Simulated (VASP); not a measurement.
# BN (P6_3mc) in VASP: further runs

Runs on BN. Level: PBEsol. Tasks: single point, relaxation of the atoms.

Program: VASP 6.6.1. These are calculated values, not measurements. Logs are shortened: lines on timing, memory, paths and dates and some standing lists are left out, and cuts for length are marked.

### 1 The cell of the first run

The structure is hexagonal, space group P6_3mc (No. 186). Conventional cell: a = 2.566 Å, b = 2.566 Å, c = 4.198 Å, α = 90.00°, β = 90.00°, γ = 120.00°. Within 2.1 Å of B (site symmetry 3m) lie 4 N at 1.57 Å. Within 2.1 Å of N (site symmetry 3m) lie 4 B at 1.57 Å.

### 2 Single point, PBEsol (strained cell)

INCAR reads:

```
SYSTEM = BN
ALGO = Normal
EDIFF = 1E-6
ENCUT = 520
GGA = PS
ISIF = 2
ISMEAR = 0
LASPH = .True.
LCHARG = .False.
LREAL = .False.
LWAVE = .False.
NBANDS = 16
NELM = 60
PREC = Accurate
SIGMA = 0.02
```

KPOINTS reads:

```
k-points
0
Gamma
  9 9 6
  0 0 0
```

POSCAR reads:

```
BN
1.0
    2.5659661661      0.0000000000      0.0000000000
   -1.2829830830      2.2221918851      0.0000000000
    0.0000000000      0.0000000000      4.1975546927
B N
2 2
Direct
    0.3333333333      0.6666666667     -0.0003696467
    0.6666666667      0.3333333333      0.4996303533
    0.3333333333      0.6666666667      0.3743696467
    0.6666666667      0.3333333333      0.8743696467
```

Potentials or basis: VASP PAW PBE potentials, release 64 (B, N).

Command:

```
$ cat potpaw_PBE.64/B/POTCAR potpaw_PBE.64/N/POTCAR > POTCAR
$ mpirun -np 1 vasp_std > vasp.out
```

OUTCAR:

```text
SYSTEM = BN
   EDIFF = 1E-6
   ENCUT = 520
   GGA = PS
   ISIF = 2
   ISMEAR = 0
   LASPH = .True.
   LREAL = .False.
   NELM = 60
   PREC = Accurate

 ion  position               nearest neighbor table
   1  0.333  0.667  1.000-   4 1.57   4 1.57   4 1.57   3 1.57
   2  0.667  0.333  0.500-   3 1.57   3 1.57   3 1.57   4 1.57
   3  0.333  0.667  0.374-   2 1.57   2 1.57   2 1.57   1 1.57
   4  0.667  0.333  0.874-   1 1.57   1 1.57   1 1.57   2 1.57

  LATTYP: Found a hexagonal cell.
 ALAT       =     2.5659661661
 C/A-ratio  =     1.6358573812

  Lattice vectors:

 A1 = (   2.5659661661,   0.0000000000,   0.0000000000)
 A2 = (  -1.2829830830,   2.2221918851,   0.0000000000)
 A3 = (   0.0000000000,   0.0000000000,   4.1975546927)

Analysis of symmetry for initial positions (statically):
=====================================================================
 Subroutine PRICEL returns:
 Original cell was already a primitive cell.

 Routine SETGRP: Setting up the symmetry group for a
 hexagonal supercell.

 Subroutine GETGRP returns: Found 12 space group operations
 (whereof  6 operations were pure point group operations)
 out of a pool of 24 trial point group operations.

The static configuration has the point symmetry C_3v.
 The point group associated with its full space group is C_6v.

Analysis of symmetry for dynamics (positions and initial velocities):
=====================================================================
 Subroutine PRICEL returns:
 Original cell was already a primitive cell.

 Routine SETGRP: Setting up the symmetry group for a
 hexagonal supercell.

 Subroutine GETGRP returns: Found 12 space group operations
 (whereof  6 operations were pure point group operations)
 out of a pool of 24 trial point group operations.

The dynamic configuration has the point symmetry C_3v.
 The point group associated with its full space group is C_6v.

 Subroutine INISYM returns: Found 12 space group operations
 (whereof  6 operations are pure point group operations),
 and found     1 'primitive' translations

----------------------------------------------------------------------------------------

                                     Primitive cell

  volume of cell :      23.9347

  direct lattice vectors                    reciprocal lattice vectors
     2.565966166  0.000000000  0.000000000     0.389716752  0.225003072  0.000000000
    -1.282983083  2.222191885  0.000000000     0.000000000  0.450006143  0.000000000
     0.000000000  0.000000000  4.197554693     0.000000000  0.000000000  0.238233942

  length of vectors
     2.565966166  2.565966166  4.197554693     0.450006143  0.450006143  0.238233942

  position of ions in fractional coordinates (direct lattice)
     0.333333333  0.666666667  0.999630353
     0.666666667  0.333333333  0.499630353
     0.333333333  0.666666667  0.374369647
     0.666666667  0.333333333  0.874369647

  ion indices of the primitive-cell ions
   primitive index   ion index
                 1           1
                 2           2
                 3           3
                 4           4

----------------------------------------------------------------------------------------

 KPOINTS: k-points

Automatic generation of k-mesh.
 Grid dimensions read from file:
 generate k-points for:    9    9    6

 Generating k-lattice:

  Cartesian coordinates                     Fractional coordinates (reciprocal lattice)
     0.043301861  0.025000341  0.000000000     0.111111111  0.000000000  0.000000000
     0.000000000  0.050000683  0.000000000     0.000000000  0.111111111  0.000000000
     0.000000000  0.000000000  0.039705657     0.000000000  0.000000000  0.166666667

  Length of vectors
     0.050000683  0.050000683  0.039705657

  Shift w.r.t. Gamma in fractional coordinates (k-lattice)
     0.000000000  0.000000000  0.000000000

 Subroutine IBZKPT returns following result:
 ===========================================

 Found     48 irreducible k-points:

 Following reciprocal coordinates:
            Coordinates               Weight
  0.000000  0.000000  0.000000      1.000000
  0.111111  0.000000  0.000000      6.000000
  0.222222 -0.000000  0.000000      6.000000
  0.333333  0.000000  0.000000      6.000000
  0.444444 -0.000000  0.000000      6.000000
  0.111111  0.111111  0.000000      6.000000
[... 16 lines left out ...]
  0.333333  0.222222  0.166667     24.000000
  0.333333  0.333333  0.166667      4.000000
 [... further k-points ...]
   k-points           NKPTS =     48   k-points in BZ     NKDIM =     48   number of bands    NBANDS=     16
   number of dos      NEDOS =    301   number of ions     NIONS =      4
   total plane-waves  NPLWV =  12800
   dimension x,y,z NGX =    20 NGY =   20 NGZ =   32
   dimension x,y,z NGXF=    40 NGYF=   40 NGZF=   64
   ions per type =               2   2
   NGX,Y,Z   is equivalent  to a cutoff of  12.96, 12.96, 12.67 a.u.
   NGXF,Y,Z  is equivalent  to a cutoff of  25.92, 25.92, 25.35 a.u.
 SYSTEM =  BN
   PREC   = accura    normal or accurate (medium, high low for compatibility)
   ISTART =      0    job   : 0-new  1-cont  2-samecut
   ICHARG =      2    charge: 1-file 2-atom 10-const
   ISPIN  =      1    spin polarized calculation?
   LNONCOLLINEAR =      F non collinear calculations
   LSORBIT =      F    spin-orbit coupling
   LASPH  =      T    aspherical Exc in radial PAW
   ENCUT  =  520.0 eV  38.22 Ry    6.18 a.u.   4.77  4.77  7.80*2*pi/ulx,y,z
   NELM   =     60;   NELMIN=  2; NELMDL= -5     # of ELM steps
   EDIFF  = 0.1E-05   stopping-criterion for ELM
   LREAL  =      F    real-space projection
   EDIFFG = 0.1E-04   stopping-criterion for IOM
   NSW    =      0    number of steps for IOM
   IBRION =     -1    ionic relax: 0-MD 1-quasi-New 2-CG
   NFREE  =      0    steps in history (QN), initial steepest desc. (CG)
   ISIF   =      2    stress and relaxation
   ISYM   =      2    0-nonsym 1-usesym 2-fastsym
   POTIM  = 0.5000    time-step for ionic-motion
   TEBEG  =    0.0;   TEEND  =   0.0 temperature during run
   PSTRESS=    0.0 pullay stress
   NELECT =      16.0000    total number of electrons
   NUPDOWN=      -1.0000    fix difference up-down
   EMIN   =  10.00;   EMAX   =-10.00  energy-range for DOS
   EFERMI =   0.00;   METHOD = LEGACY
   ISMEAR =     0;   SIGMA  =   0.02  broadening in eV -4-tet -1-fermi 0-gaus
   EFERMI_NEDOS =   21; number of points for ismear=-14 and -15
   IALGO  =     38    algorithm
   IMIX   =      4    mixing-type and parameters
     AMIX     =   0.40;   BMIX     =  1.00
     AMIX_MAG =   1.60;   BMIX_MAG =  1.00
  volume/ion in A,a.u.               =       5.98        40.38
  Fermi-wavevector in a.u.,A,eV,Ry     =   1.431436  2.705021 27.878453  2.049008
  Thomas-Fermi vector in A             =   2.551173
   LORBIT       =      0    0 simple, 1 ext, 2 COOP (PROOUT), +10 PAW based schemes
   GGA     = PS    functional components
   LHFCALC =     F    Hartree Fock is set to
   AEXX    =    0.0000 exact exchange contribution
   IVDW    =     0    specifies the selected vdW correction
   LEPSILON=     F    determine dielectric tensor
   LRPA    =     F    only Hartree local field effects (RPA)
 non-spin polarized calculation
 Gauss-broadening in eV      SIGMA  =   0.02
  energy-cutoff  :      520.00
  volume of cell :       23.93
 maximum number of plane-waves:       652
 NGX is ok and might be reduce to    20
   NGX =  9   NGY =  9   NGZ = 15

 number of electron      16.0000000 magnetization

 Free energy of the ion-electron system (eV)
  ---------------------------------------------------
  ext. energy  EPLUGINS =         0.00000000
  ---------------------------------------------------
  free energy    TOTEN  =       -36.61303344 eV

  energy without entropy =      -36.61303344  energy(sigma->0) =      -36.61303344

 E-fermi :   7.4657     XC(G=0): -12.9427

 val. band max:        7.3485185287   @ k =   0.0000   0.0000   0.0000
 cond. band min:      12.3800026851   @ k =   0.3333   0.3333   0.0000
 fundamental gap:      5.0314841564
 Fermi energy:         7.4657140576

 k-point     1 :       0.0000    0.0000    0.0000
  band No.  band energies     occupation
      1     -12.9213      2.00000
      2      -8.6795      2.00000
      3      -3.5028      2.00000
      4       5.1604      2.00000
      5       5.1604      2.00000
      6       7.1236      2.00000
[... 8 lines left out ...]
     15      19.0985      0.00000
     16      23.3994      0.00000

 k-point     2 :       0.1111    0.0000    0.0000
  band No.  band energies     occupation
      1     -12.6567      2.00000
      2      -8.4806      2.00000
      3      -3.2412      2.00000
      4       3.9945      2.00000
      5       4.6871      2.00000
      6       6.3790      2.00000
[... 8 lines left out ...]
     15      19.8475      0.00000
     16      22.9751      0.00000

 k-point     3 :       0.2222   -0.0000    0.0000
  band No.  band energies     occupation
      1     -11.8784      2.00000
      2      -7.9412      2.00000
      3      -2.4750      2.00000
      4       1.5294      2.00000
      5       3.7288      2.00000
      6       4.2390      2.00000
[... 8 lines left out ...]
     15      21.6231      0.00000
     16      22.2763      0.00000

 k-point     4 :       0.3333    0.0000    0.0000
  band No.  band energies     occupation
      1     -10.6537      2.00000
      2      -7.3352      2.00000
      3      -1.3050      2.00000
      4      -0.8243      2.00000
      5       1.9089      2.00000
      6       2.8728      2.00000
[... 8 lines left out ...]
     15      23.0869      0.00000
     16      23.5445      0.00000
[... 324 lines left out ...]
 k-point    22 :       0.2222    0.2222    0.1667
  band No.  band energies     occupation
      1      -9.8223      2.00000
      2      -7.3590      2.00000
      3      -1.1176      2.00000
      4      -0.0614      2.00000
      5       0.7257      2.00000
      6       1.8635      2.00000
[... 8 lines left out ...]
     15      22.4527      0.00000
     16      23.3951      0.00000

 k-point    23 :       0.3333    0.2222    0.1667
  band No.  band energies     occupation
      1      -8.5365      2.00000
      2      -7.2745      2.00000
      3      -1.7271      2.00000
      4      -0.6244      2.00000
      5       0.3760      2.00000
      6       1.7214      2.00000
[... 8 lines left out ...]
     15      23.0285      0.00000
     16      23.6042      0.00000

 k-point    24 :       0.3333    0.3333    0.1667
  band No.  band energies     occupation
      1      -7.6307      2.00000
      2      -7.6307      2.00000
      3      -1.6998      2.00000
      4      -0.4197      2.00000
      5      -0.4197      2.00000
      6       1.6124      2.00000
[... 8 lines left out ...]
     15      23.1979      0.00000
     16      23.1979      0.00000

 [... further k-points ...]

------------------------ aborting loop because EDIFF is reached ----------------------------------------

  FORCE on cell =-STRESS in cart. coord.  units (eV):
  Direction    XX          YY          ZZ          XY          YZ          ZX
  --------------------------------------------------------------------------------------
  -------------------------------------------------------------------------------------
  Total       -1.4327620     -1.4327620      0.1164614     -0.0000000      0.0000000      0.0000000
  in kB      -95.9082102    -95.9082102      7.7958551     -0.0000000      0.0000000      0.0000000
  external PRESSURE =     -61.3401885 kB  Pullay stress =       0.0000000 kB

 VOLUME and BASIS-vectors are now :
 -----------------------------------------------------------------------------
  energy-cutoff  :      520.00
  volume of cell :       23.93
      direct lattice vectors                 reciprocal lattice vectors
     2.565966166  0.000000000  0.000000000     0.389716752  0.225003072  0.000000000
    -1.282983083  2.222191885  0.000000000     0.000000000  0.450006143  0.000000000
     0.000000000  0.000000000  4.197554693     0.000000000  0.000000000  0.238233942

 POSITION                                       TOTAL-FORCE (eV/Angst)
 -----------------------------------------------------------------------------------
     -0.00000      1.48146      4.19600         0.000000      0.000000     -0.000643
      1.28298      0.74073      2.09723        -0.000000     -0.000000     -0.000643
     -0.00000      1.48146      1.57144        -0.000000      0.000000      0.000643
      1.28298      0.74073      3.67021         0.000000     -0.000000      0.000643
 -----------------------------------------------------------------------------------
    total drift:                               -0.000000     -0.000000     -0.000255

  FREE ENERGIE OF THE ION-ELECTRON SYSTEM (eV)
  ---------------------------------------------------
  free  energy   TOTEN  =       -36.6130334351 eV

  energy  without entropy=      -36.6130334351  energy(sigma->0) =      -36.61303344
```

Run time: 24 s. Hardware: 1 thread of Intel Xeon 8259CL, shared host; peak memory 0.14 GiB.

Results:

| Property | Result |
| --- | --- |
| Free energy | -36.6130 eV |
| Pressure | -6.1 GPa |
| Band gap on the k mesh | 5.03 eV (least direct gap 8.07 eV) |

Caveat: the cell differs from its parent crystal (strained cell); the cell stands under tension; the PAW data sets were made with another functional, which shifts forces and pressure a little; an odd mesh through Γ misses points on the zone boundary, where band edges can lie.

### 3 Single point, PBEsol (strained cell)

INCAR reads:

```
ALGO = Normal ; EDIFF = 1E-7
ENCUT = 520 ; GGA = PS
ISIF = 2 ; ISMEAR = 0
LASPH = True ; LCHARG = True
LELF = True ; LREAL = False
LVHAR = True ; LWAVE = False
NBANDS = 16 ; NELM = 80
PREC = Accurate ; SIGMA = 0.02
```

KPOINTS reads:

```
k-points
0
Gamma
  9 9 6
```

POSCAR, as its differences from that of step 2:

```diff
@@ -4,3 +4,3 @@
    -1.2829830830      2.2221918851      0.0000000000
-    0.0000000000      0.0000000000      4.1975546927
+    0.0000000000      0.0000000000      4.1977517949
 B N
```

Potentials or basis: VASP PAW PBE potentials, release 64 (B, N).

Command:

```
$ cat potpaw_PBE.64/B/POTCAR potpaw_PBE.64/N/POTCAR > POTCAR
$ mpirun -np 1 vasp_std > vasp.out
```

Run time: 27 s. Hardware: 1 thread of Intel Xeon 8259CL, shared host; peak memory 0.14 GiB.

Results (log left out):

| Property | Result |
| --- | --- |
| Free energy | -36.6130 eV |
| Pressure | -6.2 GPa |
| Band gap on the k mesh | 5.03 eV (least direct gap 8.07 eV) |

Stress tensor (GPa, compression positive):
```
-9.60  0.00  0.00
 0.00 -9.60  0.00
 0.00  0.00  0.73
```

Levels at points of the mesh, in eV from the valence-band top:
```csv
k point,band 4,band 5,band 6,band 7,band 8,band 9,band 10,band 11,band 12,band 13
"(0.00, 0.00, 0.00)",-2.19,-2.19,-0.23,0.00,0.00,8.16,8.16,8.82,9.11,10.39
"(0.00, 0.00, 0.50)",-5.59,-1.21,-1.21,-1.21,-1.21,9.16,9.16,9.73,9.73,9.73
```

Caveat: the cell differs from its parent crystal (strained cell); the cell stands under tension; the PAW data sets were made with another functional, which shifts forces and pressure a little; an odd mesh through Γ misses points on the zone boundary, where band edges can lie.

(Part 1 of 2 ends here.)
